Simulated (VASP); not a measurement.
# GeN (Cmcm) in VASP: a series of runs

GeN is run at these levels: PBE; tasks: single point, relaxation of cell and atoms.

Program: VASP 6.6.1. These are calculated values, not measurements. Logs are shortened: lines on timing, memory, paths and dates and some standing lists are left out, and cuts for length are marked.

## 1. The cell of the first run

Symmetry: Cmcm, No. 63, orthorhombic system. The conventional cell has a = 3.046 Å, b = 10.217 Å, c = 2.995 Å, α = 90.00°, β = 90.00°, γ = 90.00°. Within 2.7 Å of Ge (site symmetry m2m) lie 5 N at 2.04 to 2.15 Å. N (site symmetry m2m) has 5 Ge at 2.04 to 2.15 Å and 4 N at 2.77 Å within 2.8 Å.

## 2. Single point, PBE

INCAR

```
ALGO = Normal ; EDIFF = 1E-7
ENCUT = 520 ; GGA = PE
ISIF = 2 ; ISMEAR = 0
LASPH = True ; LCHARG = True
LELF = True ; LREAL = False
LVHAR = True ; LWAVE = False
NBANDS = 27 ; NELM = 100
PREC = Accurate ; SIGMA = 0.1
```

KPOINTS

```
k-points
0
Gamma
  6 6 6
```

POSCAR

```
GeN
1.0
    1.5232181878     -5.1082693763      0.0000000000
    1.5232181878      5.1082693763      0.0000000000
    0.0000000000      0.0000000000      2.9954570634
Ge N
2 2
Direct
    0.6367790880      0.3632209120      0.2500000000
    0.3632209120      0.6367790880      0.7500000000
    0.8365706473      0.1634293527      0.2500000000
    0.1634293527      0.8365706473      0.7500000000
```

Potentials or basis: VASP PAW PBE potentials, release 64 (Ge_d, N).

On the command line:

```bash
$ cat potpaw_PBE.64/Ge_d/POTCAR potpaw_PBE.64/N/POTCAR > POTCAR
$ mpirun -np 1 vasp_std > vasp.out
```

OUTCAR:

```text
EDIFF = 1E-7
   ENCUT = 520
   GGA = PE
   ISIF = 2
   ISMEAR = 0
   LASPH = True
   LREAL = False
   NELM = 100
   PREC = Accurate

 ion  position               nearest neighbor table
   1  0.637  0.363  0.250-   3 2.04   4 2.15   4 2.15   4 2.15   4 2.15
   2  0.363  0.637  0.750-   4 2.04   3 2.15   3 2.15   3 2.15   3 2.15
   3  0.837  0.163  0.250-   1 2.04   2 2.15   2 2.15   2 2.15   2 2.15
   4  0.163  0.837  0.750-   2 2.04   1 2.15   1 2.15   1 2.15   1 2.15

  LATTYP: Found a base centered orthorhombic cell.
 ALAT       =     3.0464363756
 B/A-ratio  =     3.3536031917
 C/A-ratio  =     0.9832659193

  Lattice vectors:

 A1 = (   1.5232181878,  -5.1082693763,   0.0000000000)
 A2 = (   1.5232181878,   5.1082693763,   0.0000000000)
 A3 = (   0.0000000000,   0.0000000000,   2.9954570634)

Analysis of symmetry for initial positions (statically):
=====================================================================
 Subroutine PRICEL returns:
 Original cell was already a primitive cell.

 Routine SETGRP: Setting up the symmetry group for a
 base centered orthorhombic supercell.

 Subroutine GETGRP returns: Found  8 space group operations
 (whereof  4 operations were pure point group operations)
 out of a pool of  8 trial point group operations.

The static configuration has the point symmetry C_2h.
 The point group associated with its full space group is D_2h.

Analysis of symmetry for dynamics (positions and initial velocities):
=====================================================================
 Subroutine PRICEL returns:
 Original cell was already a primitive cell.

 Routine SETGRP: Setting up the symmetry group for a
 base centered orthorhombic supercell.

 Subroutine GETGRP returns: Found  8 space group operations
 (whereof  4 operations were pure point group operations)
 out of a pool of  8 trial point group operations.

The dynamic configuration has the point symmetry C_2h.
 The point group associated with its full space group is D_2h.

 Subroutine INISYM returns: Found  8 space group operations
 (whereof  4 operations are pure point group operations),
 and found     1 'primitive' translations

----------------------------------------------------------------------------------------

                                     Primitive cell

  volume of cell :      46.6154

  direct lattice vectors                    reciprocal lattice vectors
     1.523218188 -5.108269376  0.000000000     0.328252383 -0.097880508  0.000000000
     1.523218188  5.108269376  0.000000000     0.328252383  0.097880508  0.000000000
     0.000000000  0.000000000  2.995457063     0.000000000  0.000000000  0.333838870

  length of vectors
     5.330535589  5.330535589  2.995457063     0.342534992  0.342534992  0.333838870

  position of ions in fractional coordinates (direct lattice)
     0.636779088  0.363220912  0.250000000
     0.363220912  0.636779088  0.750000000
     0.836570647  0.163429353  0.250000000
     0.163429353  0.836570647  0.750000000

  ion indices of the primitive-cell ions
   primitive index   ion index
                 1           1
                 2           2
                 3           3
                 4           4

----------------------------------------------------------------------------------------

 KPOINTS: k-points

Automatic generation of k-mesh.
 Grid dimensions read from file:
 generate k-points for:    6    6    6

 Generating k-lattice:

  Cartesian coordinates                     Fractional coordinates (reciprocal lattice)
     0.054708731 -0.016313418  0.000000000     0.166666667 -0.000000000  0.000000000
     0.054708731  0.016313418  0.000000000    -0.000000000  0.166666667  0.000000000
     0.000000000  0.000000000  0.055639812     0.000000000  0.000000000  0.166666667

  Length of vectors
     0.057089165  0.057089165  0.055639812

  Shift w.r.t. Gamma in fractional coordinates (k-lattice)
     0.000000000  0.000000000  0.000000000

 Subroutine IBZKPT returns following result:
 ===========================================

 Found     52 irreducible k-points:

 Following reciprocal coordinates:
            Coordinates               Weight
  0.000000  0.000000  0.000000      1.000000
  0.166667  0.000000  0.000000      4.000000
  0.333333  0.000000  0.000000      4.000000
  0.500000  0.000000  0.000000      2.000000
  0.166667  0.166667  0.000000      2.000000
  0.333333  0.166667  0.000000      4.000000
[... 16 lines left out ...]
  0.333333  0.333333  0.166667      4.000000
  0.500000  0.333333  0.166667      8.000000
 [... further k-points ...]
   k-points           NKPTS =     52   k-points in BZ     NKDIM =     52   number of bands    NBANDS=     27
   number of dos      NEDOS =    301   number of ions     NIONS =      4
   total plane-waves  NPLWV =  38400
   dimension x,y,z NGX =    40 NGY =   40 NGZ =   24
   dimension x,y,z NGXF=    80 NGYF=   80 NGZF=   48
   ions per type =               2   2
   NGX,Y,Z   is equivalent  to a cutoff of  12.47, 12.47, 13.32 a.u.
   NGXF,Y,Z  is equivalent  to a cutoff of  24.95, 24.95, 26.64 a.u.
 SYSTEM =  unknown system
   PREC   = accura    normal or accurate (medium, high low for compatibility)
   ISTART =      0    job   : 0-new  1-cont  2-samecut
   ICHARG =      2    charge: 1-file 2-atom 10-const
   ISPIN  =      1    spin polarized calculation?
   LNONCOLLINEAR =      F non collinear calculations
   LSORBIT =      F    spin-orbit coupling
   LASPH  =      T    aspherical Exc in radial PAW
   ENCUT  =  520.0 eV  38.22 Ry    6.18 a.u.   9.91  9.91  5.57*2*pi/ulx,y,z
   NELM   =    100;   NELMIN=  2; NELMDL= -5     # of ELM steps
   EDIFF  = 0.1E-06   stopping-criterion for ELM
   LREAL  =      F    real-space projection
   EDIFFG = 0.1E-05   stopping-criterion for IOM
   NSW    =      0    number of steps for IOM
   IBRION =     -1    ionic relax: 0-MD 1-quasi-New 2-CG
   NFREE  =      0    steps in history (QN), initial steepest desc. (CG)
   ISIF   =      2    stress and relaxation
   ISYM   =      2    0-nonsym 1-usesym 2-fastsym
   POTIM  = 0.5000    time-step for ionic-motion
   TEBEG  =    0.0;   TEEND  =   0.0 temperature during run
   PSTRESS=    0.0 pullay stress
   NELECT =      38.0000    total number of electrons
   NUPDOWN=      -1.0000    fix difference up-down
   EMIN   =  10.00;   EMAX   =-10.00  energy-range for DOS
   EFERMI =   0.00;   METHOD = LEGACY
   ISMEAR =     0;   SIGMA  =   0.10  broadening in eV -4-tet -1-fermi 0-gaus
   EFERMI_NEDOS =   21; number of points for ismear=-14 and -15
   IALGO  =     38    algorithm
   IMIX   =      4    mixing-type and parameters
     AMIX     =   0.40;   BMIX     =  1.00
     AMIX_MAG =   1.60;   BMIX_MAG =  1.00
  volume/ion in A,a.u.               =      11.65        78.64
  Fermi-wavevector in a.u.,A,eV,Ry     =   1.529301  2.889960 31.820791  2.338762
  Thomas-Fermi vector in A             =   2.636941
   LORBIT       =      0    0 simple, 1 ext, 2 COOP (PROOUT), +10 PAW based schemes
   GGA     = PE    functional components
   LHFCALC =     F    Hartree Fock is set to
   AEXX    =    0.0000 exact exchange contribution
   IVDW    =     0    specifies the selected vdW correction
   LEPSILON=     F    determine dielectric tensor
   LRPA    =     F    only Hartree local field effects (RPA)
 non-spin polarized calculation
 Gauss-broadening in eV      SIGMA  =   0.10
  energy-cutoff  :      520.00
  volume of cell :       46.62
 maximum number of plane-waves:      1271
   NGX = 19   NGY = 19   NGZ = 11

 number of electron      37.9999997 magnetization

 Free energy of the ion-electron system (eV)
  ---------------------------------------------------
  ext. energy  EPLUGINS =         0.00000000
  ---------------------------------------------------
  free energy    TOTEN  =       -23.31645429 eV

  energy without entropy =      -23.30121540  energy(sigma->0) =      -23.30883484

 E-fermi :   7.2321     XC(G=0): -11.9751

 val. band max:        7.2311922055   @ k =   0.5000   0.5000   0.5000
 cond. band min:       7.3300964349   @ k =  -0.3333   0.1667   0.5000
 fundamental gap:      0.0989042293
 Fermi energy:         7.2321082434

 k-point     1 :       0.0000    0.0000    0.0000
  band No.  band energies     occupation
      1     -17.4741      2.00000
      2     -17.4586      2.00000
      3     -17.4477      2.00000
      4     -17.3924      2.00000
      5     -17.3715      2.00000
      6     -17.3698      2.00000
[... 19 lines left out ...]
     26      17.0995      0.00000
     27      17.8026      0.00000

 k-point     2 :       0.1667    0.0000    0.0000
  band No.  band energies     occupation
      1     -17.4671      2.00000
      2     -17.4379      2.00000
      3     -17.4347      2.00000
      4     -17.3867      2.00000
      5     -17.3827      2.00000
      6     -17.3805      2.00000
[... 19 lines left out ...]
     26      16.8212      0.00000
     27      18.3979      0.00000

 k-point     3 :       0.3333    0.0000    0.0000
  band No.  band energies     occupation
      1     -17.4510      2.00000
      2     -17.4261      2.00000
      3     -17.4049      2.00000
      4     -17.4032      2.00000
      5     -17.4026      2.00000
      6     -17.3806      2.00000
[... 19 lines left out ...]
     26      16.3013      0.00000
     27      17.2544      0.00000

 k-point     4 :       0.5000    0.0000    0.0000
  band No.  band energies     occupation
      1     -17.4378      2.00000
      2     -17.4307      2.00000
      3     -17.4161      2.00000
      4     -17.4144      2.00000
      5     -17.3924      2.00000
      6     -17.3896      2.00000
[... 19 lines left out ...]
     26      15.2458      0.00000
     27      17.2736      0.00000
[... 516 lines left out ...]
      4     -17.3856      2.00000
      5     -17.3846      2.00000
      6     -17.3800      2.00000
[... 19 lines left out ...]
     26      17.3688      0.00000
     27      17.6186      0.00000

 k-point    23 :       0.3333    0.3333    0.1667
  band No.  band energies     occupation
      1     -17.4484      2.00000
      2     -17.4315      2.00000
      3     -17.4073      2.00000
      4     -17.4062      2.00000
      5     -17.3936      2.00000
      6     -17.3749      2.00000
[... 19 lines left out ...]
     26      16.1547      0.00000
     27      17.3682      0.00000

 k-point    24 :       0.5000    0.3333    0.1667
  band No.  band energies     occupation
      1     -17.4525      2.00000
      2     -17.4328      2.00000
      3     -17.4193      2.00000
      4     -17.4007      2.00000
      5     -17.3847      2.00000
      6     -17.3785      2.00000
[... 19 lines left out ...]
     26      16.8669      0.00000
     27      17.7987      0.00000

 [... further k-points ...]

------------------------ aborting loop because EDIFF is reached ----------------------------------------

  FORCE on cell =-STRESS in cart. coord.  units (eV):
  Direction    XX          YY          ZZ          XY          YZ          ZX
  --------------------------------------------------------------------------------------
  -------------------------------------------------------------------------------------
  Total        0.0674690      0.0321160      0.0746480      0.0000000     -0.0000000      0.0000000
  in kB        2.3189191      1.1038324      2.5656651      0.0000000     -0.0000000      0.0000000
  external PRESSURE =       1.9961389 kB  Pullay stress =       0.0000000 kB

 VOLUME and BASIS-vectors are now :
 -----------------------------------------------------------------------------
  energy-cutoff  :      520.00
  volume of cell :       46.62
      direct lattice vectors                 reciprocal lattice vectors
     1.523218188 -5.108269376  0.000000000     0.328252383 -0.097880508  0.000000000
     1.523218188  5.108269376  0.000000000     0.328252383  0.097880508  0.000000000
     0.000000000  0.000000000  2.995457063     0.000000000  0.000000000  0.333838870

 POSITION                                       TOTAL-FORCE (eV/Angst)
 -----------------------------------------------------------------------------------
      1.52322     -1.39741      0.74886         0.000000      0.020485     -0.000000
      1.52322      1.39741      2.24659         0.000000     -0.020485      0.000000
      1.52322     -3.43859      0.74886         0.000000      0.001083     -0.000000
      1.52322      3.43859      2.24659         0.000000     -0.001083     -0.000000
 -----------------------------------------------------------------------------------
    total drift:                               -0.000000     -0.000000      0.000000

  FREE ENERGIE OF THE ION-ELECTRON SYSTEM (eV)
  ---------------------------------------------------
  free  energy   TOTEN  =       -23.3164542909 eV

  energy  without entropy=      -23.3012153978  energy(sigma->0) =      -23.30883484
```

It took 44 s on 1 thread of Intel Xeon 6975P-C (Granite Rapids), shared host; peak memory 0.21 GiB.

Results:

| Quantity | Value |
| --- | --- |
| Free energy | -23.3165 eV |
| Pressure | 0.2 GPa |
| Largest force | 0.020 eV/Å |
| Band gap on the k mesh | zero (bands 19 and 20 overlap by 3.56 eV) |

Forces on the atoms (eV/Å):
```
Ge   0.000  0.020  0.000
Ge   0.000 -0.020  0.000
N    0.000  0.001  0.000
N    0.000 -0.001  0.000
```

## 3. Single point, PBE

This run uses another cell than the first one, of 14.43 Å³/atom.

INCAR

```
ALGO     = Normal         # electronic algorithm
EDIFF    = 1E-7           # SCF threshold, eV
ENCUT    = 520            # plane-wave cutoff, eV
GGA      = PE             # functional
ISIF     = 2              # what is computed and relaxed
ISMEAR   = 0              # smearing method
LASPH    = T              # aspherical terms in the spheres
LCHARG   = F              # write CHGCAR
LREAL    = F              # projectors in reciprocal space
LWAVE    = F              # write WAVECAR
NBANDS   = 27             # bands
NELM     = 60             # most SCF steps
PREC     = Accurate       # precision mode
SIGMA    = 0.1            # smearing width, eV
```

KPOINTS is that of step 2.

POSCAR

```
GeN
1.0
    1.9312889964     -4.5421056026      0.0000000000
    1.9312889964      4.5421056026      0.0000000000
    0.0000000000      0.0000000000      3.2903442160
Ge N
2 2
Direct
    0.6400000000      0.3600000000      0.2500000000
    0.3600000000      0.6400000000      0.7500000000
    0.9300000000      0.0700000000      0.2500000000
    0.0700000000      0.9300000000      0.7500000000
```

Potentials or basis: VASP PAW PBE potentials, release 64 (Ge_d, N).

On the command line:

```bash
$ cat potpaw_PBE.64/Ge_d/POTCAR potpaw_PBE.64/N/POTCAR > POTCAR
$ mpirun -np 1 vasp_std > vasp.out
```

Wall time 32 s (1 thread of Intel Xeon 6975P-C (Granite Rapids), shared host); peak memory 0.22 GiB.

It converged, with:

```yaml
Free_energy: -18.8210 eV
Pressure: -8.5 GPa
Largest_force: 0.061 eV/Å
Band_gap_on_the_k_mesh: zero (bands 19 and 20 overlap by 1.50 eV)
```

Forces in eV/Å, atoms in the order of the input:
```
Ge   0.000 -0.001  0.000
Ge   0.000  0.001  0.000
N    0.000  0.061  0.000
N    0.000 -0.061  0.000
```

Stress tensor (GPa, compression positive):
```
-10.81   0.00   0.00
  0.00  -6.86   0.00
  0.00   0.00  -7.70
```

Levels at points of the mesh, in eV from the Fermi level:
```tsv
k point	band 16	band 17	band 18	band 19	band 20	band 21	band 22	band 23
(0.00, 0.00, 0.00)	-4.20	-4.00	-2.07	-0.91	0.87	0.94	2.94	3.79
(0.50, 0.00, 0.00)	-3.51	-2.62	-0.26	0.07	0.99	1.76	1.93	3.32
(0.50, 0.50, 0.00)	-3.76	-2.46	-0.97	0.09	0.82	2.53	2.94	3.58
(0.00, 0.00, 0.50)	-4.56	-2.22	-2.22	0.37	0.37	0.95	0.95	2.49
(0.50, 0.00, 0.50)	-4.95	-4.31	-4.31	0.36	0.36	1.77	1.77	3.61
(0.50, 0.50, 0.50)	-2.48	-2.39	-2.39	-0.90	-0.90	1.25	1.25	3.44
```

Caveat: the cell stands under tension.

## 4. Relaxation of cell and atoms, PBE

This run uses another cell than the first one, of 14.43 Å³/atom.

INCAR

```
SYSTEM = GeN
ALGO = Normal ; EDIFF = 1E-6
EDIFFG = -0.04 ; ENCUT = 600
GGA = PE ; IBRION = 2
ISIF = 3 ; ISMEAR = 0
LASPH = .True. ; LCHARG = .False.
LREAL = .False. ; LWAVE = .False.
NELM = 80 ; NSW = 90
PREC = Accurate ; SIGMA = 0.1
```

KPOINTS

```
k-points
0
Gamma
  6 6 6
  0 0 0
```

POSCAR is that of step 3.

On the command line:

```bash
$ cat potpaw_PBE.64/Ge_d/POTCAR potpaw_PBE.64/N/POTCAR > POTCAR
$ mpirun -np 1 vasp_std > vasp.out
```

Run time: 13 min. Hardware: 1 thread of Intel Xeon 6975P-C (Granite Rapids), shared host; peak memory 0.26 GiB.

The run converged. Its results:

- Free energy: -23.3324 eV
- Relaxed volume: 11.56 Å³/atom
- Relaxed cell: a = 5.297 Å, b = 5.297 Å, c = 2.993 Å, α = 90.00°, β = 90.00°, γ = 146.60°
- Space group after relaxing (to 0.1 Å): Cmcm (No. 63)
- Energy gained by relaxing: 1127.0 meV/atom
- Ionic steps: 31
- Pressure after relaxing: 0.3 GPa
- Largest force after relaxing: 0.038 eV/Å
- Band gap on the k mesh: zero (bands 19 and 20 overlap by 3.62 eV)

Forces on the atoms (eV/Å):
```
Ge   0.000 -0.038  0.000
Ge   0.000  0.038  0.000
N    0.000  0.024  0.000
N    0.000 -0.024  0.000
```

Stress tensor (GPa, compression positive):
```
0.41 0.00 0.00
0.00 0.41 0.00
0.00 0.00 0.23
```

The path:
```tsv
step	energy change (eV)	largest force (eV/Å)	pressure (GPa)	volume (Å³)
1	0.0000	0.0584	-8.52	57.73
2	-0.1856	0.7052	0.80	51.54
3	-0.1856	0.7036	0.92	51.56
4	-0.3268	1.3022	1.64	50.45
5	-1.2000	3.0934	3.31	47.00
6	-1.4969	2.2840	36.89	39.58
7	-2.0223	2.9707	11.51	43.51
8	-2.0063	2.6281	22.74	41.35
9	-2.0804	2.7996	17.76	42.19
10	-2.0946	2.7845	18.14	42.13
11	-2.1267	2.6716	19.20	41.93
12	-2.1373	2.4131	22.21	41.54
13	-2.1854	2.3877	21.55	41.67
14	-2.3242	2.3397	19.63	42.08
15	-2.5799	2.2342	15.58	42.91
16	-2.9823	1.7914	8.31	44.59
17	-3.3465	0.8833	-2.31	48.08
18	-3.5495	0.8863	-2.48	48.11
19	-3.9781	1.1356	-3.04	48.05
20	-4.1750	0.7003	-1.70	47.38
21	-4.2597	1.3194	-3.59	47.79
22	-4.2716	1.1607	-3.39	47.70
23	-4.3681	0.6260	-1.00	46.90
24	-4.4050	0.6269	1.97	46.00
25	-4.4861	0.1245	0.14	46.26
26	-4.5013	0.1453	-0.91	46.42
27	-4.5014	0.1579	-0.90	46.43
28	-4.5063	0.0594	0.25	46.15
29	-4.5067	0.0247	0.65	46.04
30	-4.5067	0.0223	0.93	46.02
31	-4.5082	0.0384	0.35	46.24
```

Final structure:
```yaml
crystal:
  lattice:
    - [1.52240, -5.07370, 0.00000]
    - [1.52240, 5.07370, 0.00000]
    - [0.00000, 0.00000, 2.99320]
  atoms:
    - { symbol: Ge, position: [0.63570, 0.36430, 0.25000] }
    - { symbol: Ge, position: [0.36430, 0.63570, 0.75000] }
    - { symbol: N, position: [0.83724, 0.16276, 0.25000] }
    - { symbol: N, position: [0.16276, 0.83724, 0.75000] }
```

Levels at points of the mesh, in eV from the Fermi level:
```csv
k point,band 15,band 16,band 17,band 18,band 19,band 20,band 21,band 22,band 23
"(0.00, 0.00, 0.00)",-4.09,-3.95,-2.52,-2.30,-1.84,1.75,6.36,6.47,7.31
"(0.50, 0.00, 0.00)",-3.50,-3.28,-1.69,-1.62,-0.06,2.72,4.23,4.46,5.95
"(0.50, 0.50, 0.00)",-4.26,-3.80,-2.07,-2.06,-1.11,0.28,1.97,6.76,8.69
"(0.00, 0.00, 0.50)",-4.14,-4.14,-1.78,-1.78,1.41,1.41,3.69,3.69,6.04
"(0.50, 0.00, 0.50)",-5.76,-5.76,-5.31,-5.31,-1.51,-1.51,4.88,4.88,7.34
"(0.50, 0.50, 0.50)",-2.33,-2.33,-1.82,-1.82,-0.02,-0.02,4.98,4.98,6.23
```

Caveat: the volume moved by over 15 % at a fixed basis, so the end points are rough.

## 5. The runs side by side

```csv
task,cell,cutoff (eV),gap on the mesh (eV),pressure (GPa),largest force (eV/Å)
single point,"a = 5.331, b = 5.331, c = 2.995 Å, angles 90.0, 90.0, 146.8°, 4 atoms, atomic positions A",520,none,0.2,0.02
single point,"a = 4.936, b = 4.936, c = 3.290 Å, angles 90.0, 90.0, 133.9°, 4 atoms, atomic positions B",520,none,-8.5,0.06
relaxation of cell and atoms,"relaxed from a = 4.936, b = 4.936, c = 3.290 Å, angles 90.0, 90.0, 133.9°, 4 atoms, atomic positions B",600,none,0.3,0.04
```

Alike in all rows: level PBE; potentials or basis VASP PAW PBE potentials, release 64 (Ge_d, N); no spin polarisation; k mesh 6 × 6 × 6; smearing gaussian 0.1 eV.

Caveats: the cell stands under tension (at least some runs); the volume moved by over 15 % at a fixed basis, so the end points are rough (at least some runs).

Absolute energies hang on the potentials; compare differences alone.

The gap in the log of VASP goes by the Fermi energy; the results here count the filled bands.